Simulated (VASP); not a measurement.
Wanted: the native input for a VASP 6.6.1 run.

| Quantity | Value |
| --- | --- |
| Task | single point |
| Functional | PBE |
| Potentials or basis | VASP PAW PBE potentials, release 64 (Li_sv, Ta_pv, Be, N) |
| Cutoff | 750 eV |
| k mesh | 4 × 4 × 2 |
| Occupations | gaussian, width 0.15 eV |
| Spin | no spin polarisation |
| Dipole correction | no |
| Further INCAR settings | ALGO = Normal; EDIFF = 1e-06; NBANDS = 26 |

The structure of LiTaBe2N3 lies in POSCAR:

```
LiTaBe2N3
1.0
    3.8359140347      0.0000000028      0.0000000000
   -1.9179570198      3.3219989994      0.0000000000
    0.0000000000      0.0000000000      6.3536636496
Li Ta Be N
1 1 2 3
Direct
    0.6666666667      0.3333333333      0.5000000000
    0.6666666667      0.3333333333      0.0000000000
    0.3333333333      0.6666666667      0.0000000000
    0.3333333333      0.6666666667      0.5000000000
    0.0000000000      0.0000000000      0.0000000000
    0.0000000000      0.0000000000      0.6020174681
    0.0000000000      0.0000000000      0.3979825319
```

The cell was generated, and may not be a known phase.

These files were run (other wordings do the same):

INCAR

```
SYSTEM = LiTaBe2N3
  PREC = Accurate
  ENCUT = 750
  EDIFF = 1E-6
  ISMEAR = 0
  SIGMA = 0.15
  LREAL = .False.
  LASPH = .True.
  NELM = 120
  ALGO = Normal
  ISIF = 2
  LWAVE = .False.
  LCHARG = .False.
  GGA = PE
  NBANDS = 26
  GGA_COMPAT = .False.
```

KPOINTS

```
regular mesh
0
Gamma
  4 4 2
  0 0 0
```

Potentials or basis: VASP PAW PBE potentials, release 64 (Li_sv, Ta_pv, Be, N).

Run with:

```sh
$ cat potpaw_PBE.64/Li_sv/POTCAR potpaw_PBE.64/Ta_pv/POTCAR potpaw_PBE.64/Be/POTCAR potpaw_PBE.64/N/POTCAR > POTCAR
$ mpirun -np 1 vasp_std > vasp.out
```

Results of the run:

```
Pressure               : -0.1 GPa
Largest force          : 0.293 eV/Å
Band gap on the k mesh : zero (an odd number of electrons rules out a gap without spin polarisation)
```

Caveat: the k points lie up to 0.49 Å⁻¹ apart, too coarse for converged energies and pressures of a metal; spin-orbit coupling is left out, which moves the levels of the heavy elements.

Wall time 44 s on 1 thread of AMD EPYC 7R43 64-Core Processor (Zen 3) (shared host), peak memory 0.24 GiB.
